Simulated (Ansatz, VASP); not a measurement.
**TaN: VASP beside Ansatz**

Contents of INCAR:

```
PREC = Accurate
ENCUT = 600
EDIFF = 1E-6
ISMEAR = -1
SIGMA = 0.05
LREAL = F
LASPH = T
NELM = 80
ALGO = Normal
ISIF = 3
LWAVE = F
LCHARG = F
GGA = PS
IVDW = 13
IBRION = 2
NSW = 80
EDIFFG = -0.02
```

KPOINTS

```
regular mesh
0
Gamma
  10 10 10
```

The input POSCAR:

```
TaN
1.0
    0.0000000000      2.2113230000      2.2113230000
    2.2113230000      0.0000000000      2.2113230000
    2.2113230000      2.2113230000      0.0000000000
Ta N
1 1
Direct
    0.5000000000      0.5000000000      0.5000000000
    0.0000000000      0.0000000000      0.0000000000
```

File input.yaml:

```yaml
crystal:
  lattice:
    - [0.0, 2.211323, 2.211323]
    - [2.211323, 0.0, 2.211323]
    - [2.211323, 2.211323, 0.0]
  atoms:
    - { symbol: Ta, position: [0.5, 0.5, 0.5] }
    - { symbol: "N", position: [0.0, 0.0, 0.0] }
kpoints:
  mp_grid: { grid: [10, 10, 10] }
scf:
  occupations: { method: fermi_dirac, width: 0.05 }
hamiltonian:
  xc: pbesol
  dispersion: d4
  pseudopotentials: { kind: all_electron, lapw: { basis_error: 0.001 } }
output:
  forces: true
  stress: true
relax:
  f_tol: 0.02
  max_steps: 60
  cell: {}
```

Alike in both runs: task relaxation of cell and atoms; functional PBEsol; dispersion D4; k mesh 10 × 10 × 10; occupations fermi-dirac, width 0.05 eV; no spin polarisation.

|  | VASP | Ansatz |
| --- | --- | --- |
| version | VASP 6.6.1 | Ansatz 0.2.0 |
| potentials or method | VASP PAW PBE potentials, release 64 (Ta_pv, N), cutoff 600 eV | all-electron LAPW, scalar-relativistic |

|  | VASP | Ansatz | Ansatz less VASP |
| --- | --- | --- | --- |
| relaxed volume (Å³/atom) | 10.41 | 10.38 | -0.028 |
| relaxed cell length with the largest relative difference (Å) | 3.088 | 3.085 | -0.0028 |

VASP's potentials were made for PBE, not for PBEsol. Ansatz ran all-electron here, and VASP with PAW potentials.

Neither program's run includes spin-orbit coupling. Noted on VASP's run: too few bands were computed for a metal, which touches its energy and stress.
